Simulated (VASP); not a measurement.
# Hf (P6_3/mmc) in VASP: single point with PBE

Aim: the single point of Hf with PBE.

Everything below comes from runs of VASP 6.6.1. Logs are shortened: lines on timing, memory, paths and dates and some standing lists are left out, and cuts for length are marked.

### Step 1. The cell of the first run

Symmetry: P6_3/mmc, No. 194, hexagonal system. The conventional cell has a = 3.197 Å, b = 3.197 Å, c = 5.058 Å, α = 90.00°, β = 90.00°, γ = 120.00°. Hf (site symmetry -6m2) has 12 Hf at 3.13 to 3.20 Å within 4.1 Å.

### Step 2. Single point, PBE

INCAR

```
PREC = Accurate ; ENCUT = 520
EDIFF = 1E-6 ; ISMEAR = 1
SIGMA = 0.1 ; LREAL = F
LASPH = T ; NELM = 60
ALGO = Normal ; ISIF = 2
LWAVE = F ; LCHARG = F
GGA = PE ; NBANDS = 17
```

KPOINTS

```
Automatic mesh
0
Gamma
  8 8 5
```

POSCAR

```
Hf
1.0
    3.1967000000      0.0000000000      0.0000000000
   -1.5983500000      2.7684230000      0.0000000000
    0.0000000000      0.0000000000      5.0578000000
Hf
2
Direct
    0.3333333333      0.6666666667      0.2500000000
    0.6666666667      0.3333333333      0.7500000000
```

Potentials or basis: VASP PAW PBE potentials, release 64 (Hf_pv).

Run with:

```
$ cat potpaw_PBE.64/Hf_pv/POTCAR > POTCAR
$ mpirun -np 1 vasp_std > vasp.out
```

OUTCAR:

```text
PREC = Accurate
   ENCUT = 520
   EDIFF = 1E-6
   ISMEAR = 1
   LREAL = F
   LASPH = T
   NELM = 60
   ISIF = 2
   GGA = PE

 ion  position               nearest neighbor table
   1  0.333  0.667  0.250-   2 3.13   2 3.13   2 3.13   2 3.13   2 3.13   2 3.13
   2  0.667  0.333  0.750-   1 3.13   1 3.13   1 3.13   1 3.13   1 3.13   1 3.13

  LATTYP: Found a hexagonal cell.
 ALAT       =     3.1967000000
 C/A-ratio  =     1.5821941377

  Lattice vectors:

 A1 = (   3.1967000000,   0.0000000000,   0.0000000000)
 A2 = (  -1.5983500000,   2.7684230000,   0.0000000000)
 A3 = (   0.0000000000,   0.0000000000,   5.0578000000)

Analysis of symmetry for initial positions (statically):
=====================================================================
 Subroutine PRICEL returns:
 Original cell was already a primitive cell.

 Routine SETGRP: Setting up the symmetry group for a
 hexagonal supercell.

 Subroutine GETGRP returns: Found 24 space group operations
 (whereof 12 operations were pure point group operations)
 out of a pool of 24 trial point group operations.

The static configuration has the point symmetry D_3d.
 The point group associated with its full space group is D_6h.

Analysis of symmetry for dynamics (positions and initial velocities):
=====================================================================
 Subroutine PRICEL returns:
 Original cell was already a primitive cell.

 Routine SETGRP: Setting up the symmetry group for a
 hexagonal supercell.

 Subroutine GETGRP returns: Found 24 space group operations
 (whereof 12 operations were pure point group operations)
 out of a pool of 24 trial point group operations.

The dynamic configuration has the point symmetry D_3d.
 The point group associated with its full space group is D_6h.

 Subroutine INISYM returns: Found 24 space group operations
 (whereof 12 operations are pure point group operations),
 and found     1 'primitive' translations

----------------------------------------------------------------------------------------

                                     Primitive cell

  volume of cell :      44.7606

  direct lattice vectors                    reciprocal lattice vectors
     3.196700000  0.000000000  0.000000000     0.312822598  0.180608238  0.000000000
    -1.598350000  2.768423000  0.000000000     0.000000000  0.361216476  0.000000000
     0.000000000  0.000000000  5.057800000     0.000000000  0.000000000  0.197714421

  length of vectors
     3.196700000  3.196699646  5.057800000     0.361216436  0.361216476  0.197714421

  position of ions in fractional coordinates (direct lattice)
     0.333333333  0.666666667  0.250000000
     0.666666667  0.333333333  0.750000000

  ion indices of the primitive-cell ions
   primitive index   ion index
                 1           1
                 2           2

----------------------------------------------------------------------------------------

 KPOINTS: Automatic mesh

Automatic generation of k-mesh.
 Grid dimensions read from file:
 generate k-points for:    8    8    5

 Generating k-lattice:

  Cartesian coordinates                     Fractional coordinates (reciprocal lattice)
     0.039102825  0.022576030  0.000000000     0.125000000  0.000000000  0.000000000
     0.000000000  0.045152059  0.000000000     0.000000000  0.125000000  0.000000000
     0.000000000  0.000000000  0.039542884     0.000000000  0.000000000  0.200000000

  Length of vectors
     0.045152054  0.045152059  0.039542884

  Shift w.r.t. Gamma in fractional coordinates (k-lattice)
     0.000000000  0.000000000  0.000000000

 Subroutine IBZKPT returns following result:
 ===========================================

 Found     30 irreducible k-points:

 Following reciprocal coordinates:
            Coordinates               Weight
  0.000000  0.000000  0.000000      1.000000
  0.125000  0.000000  0.000000      6.000000
  0.250000  0.000000  0.000000      6.000000
  0.375000  0.000000  0.000000      6.000000
  0.500000  0.000000  0.000000      3.000000
  0.125000  0.125000  0.000000      6.000000
[... 16 lines left out ...]
  0.250000  0.000000  0.400000     12.000000
  0.375000  0.000000  0.400000     12.000000
 [... further k-points ...]
   k-points           NKPTS =     30   k-points in BZ     NKDIM =     30   number of bands    NBANDS=     17
   number of dos      NEDOS =    301   number of ions     NIONS =      2
   total plane-waves  NPLWV =  23040
   dimension x,y,z NGX =    24 NGY =   24 NGZ =   40
   dimension x,y,z NGXF=    48 NGYF=   48 NGZF=   80
   ions per type =               2
   NGX,Y,Z   is equivalent  to a cutoff of  12.48, 12.48, 13.15 a.u.
   NGXF,Y,Z  is equivalent  to a cutoff of  24.96, 24.96, 26.30 a.u.
 SYSTEM =  unknown system
   PREC   = accura    normal or accurate (medium, high low for compatibility)
   ISTART =      0    job   : 0-new  1-cont  2-samecut
   ICHARG =      2    charge: 1-file 2-atom 10-const
   ISPIN  =      1    spin polarized calculation?
   LNONCOLLINEAR =      F non collinear calculations
   LSORBIT =      F    spin-orbit coupling
   LASPH  =      T    aspherical Exc in radial PAW
   ENCUT  =  520.0 eV  38.22 Ry    6.18 a.u.   5.94  5.94  9.40*2*pi/ulx,y,z
   NELM   =     60;   NELMIN=  2; NELMDL= -5     # of ELM steps
   EDIFF  = 0.1E-05   stopping-criterion for ELM
   LREAL  =      F    real-space projection
   EDIFFG = 0.1E-04   stopping-criterion for IOM
   NSW    =      0    number of steps for IOM
   IBRION =     -1    ionic relax: 0-MD 1-quasi-New 2-CG
   NFREE  =      0    steps in history (QN), initial steepest desc. (CG)
   ISIF   =      2    stress and relaxation
   ISYM   =      2    0-nonsym 1-usesym 2-fastsym
   POTIM  = 0.5000    time-step for ionic-motion
   TEBEG  =    0.0;   TEEND  =   0.0 temperature during run
   PSTRESS=    0.0 pullay stress
   NELECT =      20.0000    total number of electrons
   NUPDOWN=      -1.0000    fix difference up-down
   EMIN   =  10.00;   EMAX   =-10.00  energy-range for DOS
   EFERMI =   0.00;   METHOD = LEGACY
   ISMEAR =     1;   SIGMA  =   0.10  broadening in eV -4-tet -1-fermi 0-gaus
   EFERMI_NEDOS =   21; number of points for ismear=-14 and -15
   IALGO  =     38    algorithm
   IMIX   =      4    mixing-type and parameters
     AMIX     =   0.40;   BMIX     =  1.00
     AMIX_MAG =   1.60;   BMIX_MAG =  1.00
  volume/ion in A,a.u.               =      22.38       151.03
  Fermi-wavevector in a.u.,A,eV,Ry     =   1.251563  2.365112 21.312313  1.566411
  Thomas-Fermi vector in A             =   2.385505
   LORBIT       =      0    0 simple, 1 ext, 2 COOP (PROOUT), +10 PAW based schemes
   GGA     = PE    functional components
   LHFCALC =     F    Hartree Fock is set to
   AEXX    =    0.0000 exact exchange contribution
   IVDW    =     0    specifies the selected vdW correction
   LEPSILON=     F    determine dielectric tensor
   LRPA    =     F    only Hartree local field effects (RPA)
 non-spin polarized calculation
 Methfessel and Paxton  Order N= 1 SIGMA  =   0.10
  energy-cutoff  :      520.00
  volume of cell :       44.76
 maximum number of plane-waves:      1220
 NGX is ok and might be reduce to    24
   NGX = 11   NGY = 11   NGZ = 19

 number of electron      20.0000004 magnetization

 Free energy of the ion-electron system (eV)
  ---------------------------------------------------
  ext. energy  EPLUGINS =         0.00000000
  ---------------------------------------------------
  free energy    TOTEN  =       -19.85593908 eV

  energy without entropy =      -19.85736781  energy(sigma->0) =      -19.85641532

 E-fermi :   5.0024     XC(G=0): -11.2823

 val. band max:        4.9753135560   @ k =   0.1250   0.0000   0.0000
 cond. band min:       5.0094429301   @ k =   0.2500   0.2500   0.4000
 fundamental gap:      0.0341293741
 Fermi energy:         5.0024049753

 k-point     1 :       0.0000    0.0000    0.0000
  band No.  band energies     occupation
      1     -26.1704      2.00000
      2     -25.4217      2.00000
      3     -25.4217      2.00000
      4     -25.3053      2.00000
      5     -25.2941      2.00000
      6     -25.2941      2.00000
[... 9 lines left out ...]
     16       7.5480      0.00000
     17      10.2416      0.00000

 k-point     2 :       0.1250    0.0000    0.0000
  band No.  band energies     occupation
      1     -26.1306      2.00000
      2     -25.5050      2.00000
      3     -25.4494      2.00000
      4     -25.3813      2.00000
      5     -25.3239      2.00000
      6     -25.3056      2.00000
[... 9 lines left out ...]
     16       7.3357      0.00000
     17      10.5595      0.00000

 k-point     3 :       0.2500    0.0000    0.0000
  band No.  band energies     occupation
      1     -26.0236      2.00000
      2     -25.7063      2.00000
      3     -25.5814      2.00000
      4     -25.5126      2.00000
      5     -25.3797      2.00000
      6     -25.3362      2.00000
[... 9 lines left out ...]
     16       8.5082      0.00000
     17      11.0329      0.00000

 k-point     4 :       0.3750    0.0000    0.0000
  band No.  band energies     occupation
      1     -25.9068      2.00000
      2     -25.8863      2.00000
      3     -25.7687      2.00000
      4     -25.5724      2.00000
      5     -25.4654      2.00000
      6     -25.3691      2.00000
[... 9 lines left out ...]
     16      10.1051      0.00000
     17      11.2988      0.00000

 k-point     5 :       0.5000    0.0000    0.0000
  band No.  band energies     occupation
      1     -25.9893      2.00000
      2     -25.8433      2.00000
      3     -25.8051      2.00000
      4     -25.5965      2.00000
      5     -25.5251      2.00000
      6     -25.3832      2.00000
[... 9 lines left out ...]
     16      11.3724      0.00000
     17      11.8601      0.00000

 k-point     6 :       0.1250    0.1250    0.0000
  band No.  band energies     occupation
      1     -26.0570      2.00000
      2     -25.6197      2.00000
      3     -25.5750      2.00000
      4     -25.4536      2.00000
      5     -25.3613      2.00000
      6     -25.3453      2.00000
[... 9 lines left out ...]
     16       8.3191      0.00000
     17      10.7814      0.00000

 k-point     7 :       0.2500    0.1250    0.0000
  band No.  band energies     occupation
      1     -25.9322      2.00000
      2     -25.8052      2.00000
      3     -25.7244      2.00000
      4     -25.5519      2.00000
      5     -25.4346      2.00000
      6     -25.3995      2.00000
[... 9 lines left out ...]
     16       9.9469      0.00000
     17      10.9834      0.00000

 k-point     8 :       0.3750    0.1250    0.0000
  band No.  band energies     occupation
      1     -25.9455      2.00000
      2     -25.8088      2.00000
      3     -25.8066      2.00000
      4     -25.6299      2.00000
      5     -25.5235      2.00000
      6     -25.4342      2.00000
[... 9 lines left out ...]
     16      11.0763      0.00000
     17      11.6316      0.00000
[... 203 lines left out ...]
      1     -25.9312      2.00000
      2     -25.8890      2.00000
      3     -25.6899      2.00000
      4     -25.6591      2.00000
      5     -25.5226      2.00000
      6     -25.4591      2.00000
[... 9 lines left out ...]
     16      10.7598      0.00000
     17      11.8181      0.00000

 k-point    20 :       0.3750    0.2500    0.2000
  band No.  band energies     occupation
      1     -25.9364      2.00000
      2     -25.8566      2.00000
      3     -25.7965      2.00000
      4     -25.6069      2.00000
      5     -25.5783      2.00000
      6     -25.5015      2.00000
[... 9 lines left out ...]
     16      10.7035      0.00000
     17      11.1829      0.00000

 k-point    21 :       0.0000    0.0000    0.4000
  band No.  band energies     occupation
      1     -25.8854      2.00000
      2     -25.6186      2.00000
      3     -25.3779      2.00000
      4     -25.3779      2.00000
      5     -25.3385      2.00000
      6     -25.3385      2.00000
[... 9 lines left out ...]
     16       9.1804      0.00000
     17      10.1118      0.00000

 k-point    22 :       0.1250    0.0000    0.4000
  band No.  band energies     occupation
      1     -25.8842      2.00000
      2     -25.6546      2.00000
      3     -25.4405      2.00000
      4     -25.4001      2.00000
      5     -25.3838      2.00000
      6     -25.3556      2.00000
[... 9 lines left out ...]
     16       9.1428      0.00000
     17      10.0931      0.00000

 k-point    23 :       0.2500    0.0000    0.4000
  band No.  band energies     occupation
      1     -25.9174      2.00000
      2     -25.7898      2.00000
      3     -25.5472      2.00000
      4     -25.4523      2.00000
      5     -25.4438      2.00000
      6     -25.3978      2.00000
[... 9 lines left out ...]
     16       9.2690      0.00000
     17      10.1098      0.00000

 k-point    24 :       0.3750    0.0000    0.4000
  band No.  band energies     occupation
      1     -26.0203      2.00000
      2     -25.9553      2.00000
      3     -25.5731      2.00000
      4     -25.5031      2.00000
      5     -25.4717      2.00000
      6     -25.4403      2.00000
[... 9 lines left out ...]
     16      10.1761      0.00000
     17      10.6169      0.00000

 [... further k-points ...]
[... 5 lines left out ...]
  --------------------------------------------------------------------------------------
  -------------------------------------------------------------------------------------
  Total        0.1416460      0.1416459      0.1845181      0.0000000      0.0000000      0.0000000
  in kB        5.0701273      5.0701258      6.6047084      0.0000000      0.0000000      0.0000000
  external PRESSURE =       5.5816538 kB  Pullay stress =       0.0000000 kB

 VOLUME and BASIS-vectors are now :
 -----------------------------------------------------------------------------
  energy-cutoff  :      520.00
  volume of cell :       44.76
      direct lattice vectors                 reciprocal lattice vectors
     3.196700000  0.000000000  0.000000000     0.312822598  0.180608238  0.000000000
    -1.598350000  2.768423000  0.000000000     0.000000000  0.361216476  0.000000000
     0.000000000  0.000000000  5.057800000     0.000000000  0.000000000  0.197714421

 POSITION                                       TOTAL-FORCE (eV/Angst)
 -----------------------------------------------------------------------------------
     -0.00000      1.84562      1.26445         0.000000      0.000000      0.000000
      1.59835      0.92281      3.79335         0.000000     -0.000000      0.000000
 -----------------------------------------------------------------------------------
    total drift:                                0.000000     -0.000000      0.000000

  FREE ENERGIE OF THE ION-ELECTRON SYSTEM (eV)
  ---------------------------------------------------
  free  energy   TOTEN  =       -19.8559390793 eV

  energy  without entropy=      -19.8573678101  energy(sigma->0) =      -19.85641532
```

Run time: 11 s. Hardware: 1 thread of AMD EPYC 9R45 (Zen 5), shared host; peak memory 0.13 GiB.

What came out:

* Free energy: -19.8559 eV
* Pressure: 0.6 GPa
* Band gap on the k mesh: zero (band 10 reaches 6.10 eV, above the bottom of band 11 at 4.66 eV)

Caveat: spin-orbit coupling is left out, which moves the levels of the heavy elements.
